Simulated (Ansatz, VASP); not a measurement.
**Two plane-wave programs on Si2Sn**

```
Si Sn
1.0
     3.80572    0.00000    0.00000
    -1.90286    3.29585    0.00000
     0.00000    0.00000    9.32206
Si Sn
4 2
Direct
  0.00000 0.00000 0.37500
  0.33333 0.66667 0.04167
  0.00000 0.00000 0.62500
  0.66667 0.33333 0.95833
  0.66667 0.33333 0.70833
  0.33333 0.66667 0.29167
```

Alike in both runs: task relaxation of cell and atoms; functional PBE; k mesh 6 × 6 × 2; occupations gaussian, width 0.1 eV; no spin polarisation.

```csv
,VASP,Ansatz
version,VASP 6.6.1,Ansatz 0.2.0
potentials or method,"VASP PAW PBE potentials, release 64 (Si, Sn_d), cutoff 600 eV","scalar-relativistic, plane waves, PAW"
valence electrons in the cell,44,44
```

```csv
,VASP,Ansatz,Ansatz less VASP
"gap on the k mesh at the Fermi level, each at its own relaxed structure (eV)",none,none,-
relaxed volume (Å³/atom),25.34,25.28,-0.058
relaxed length of the cell vector where the two differ most in proportion (Å),10.170,10.157,-0.0127
```

A gap of «none» marks a metal or a gap that the smearing closes.

Noted on VASP's run: the volume moved by over 15 % at a fixed basis, so the end points are rough.
